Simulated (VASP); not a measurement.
Here is a VASP 6.6.1 calculation.

Contents of INCAR:

```
SYSTEM = V2N3
PREC     = Accurate       ! precision mode
ENCUT    = 520            ! plane-wave cutoff, eV
EDIFF    = 1E-6           ! SCF threshold, eV
ISMEAR   = 0              ! smearing method
SIGMA    = 0.15           ! smearing width, eV
LREAL    = .FALSE.        ! projectors in reciprocal space
LASPH    = .TRUE.         ! aspherical terms in the spheres
NELM     = 80             ! most SCF steps
ALGO     = Normal         ! electronic algorithm
ISIF     = 2              ! what is computed and relaxed
LWAVE    = .FALSE.        ! write WAVECAR
LCHARG   = .FALSE.        ! write CHGCAR
GGA      = PS             ! functional
NBANDS   = 28             ! bands
```

The input KPOINTS:

```
Automatic mesh
0
G
  18 18 8
  0 0 0
```

File POSCAR:

```
V2N3
1.0
    2.9465742134      0.0000000000      0.0000000000
   -1.4732871067      2.5518081229      0.0000000000
    0.0000000000      0.0000000000      6.1963538749
V N
2 3
Direct
    0.6666666667      0.3333333333      0.3021155180
    0.3333333333      0.6666666667      0.6978844820
    0.0000000000      0.0000000000      0.5000000000
    0.0000000000      0.0000000000      0.1074399115
    0.0000000000      0.0000000000      0.8925600885
```

Potentials or basis: VASP PAW PBE potentials, release 64 (V_sv, N).

The run is started by

```sh
$ cat potpaw_PBE.64/V_sv/POTCAR potpaw_PBE.64/N/POTCAR > POTCAR
$ mpirun -np 1 vasp_std > vasp.out
```

Task: What does it give for the pressure?

Result: -25.4 GPa.

Task: Predict the largest force.

Result: 0.474 eV/Å.

Forces on the atoms (eV/Å):
```
V    0.000  0.000  0.210
V    0.000  0.000 -0.210
N    0.000  0.000  0.000
N    0.000  0.000  0.474
N    0.000  0.000 -0.474
```

Caveat: the cell differs from its parent crystal (strain +0.0600 x Voigt [1, 1, 0, 0, 0, 0]); the PAW data sets were made with another functional, which shifts forces and pressure a little; the run has no spin polarisation, though such a crystal can be magnetic.
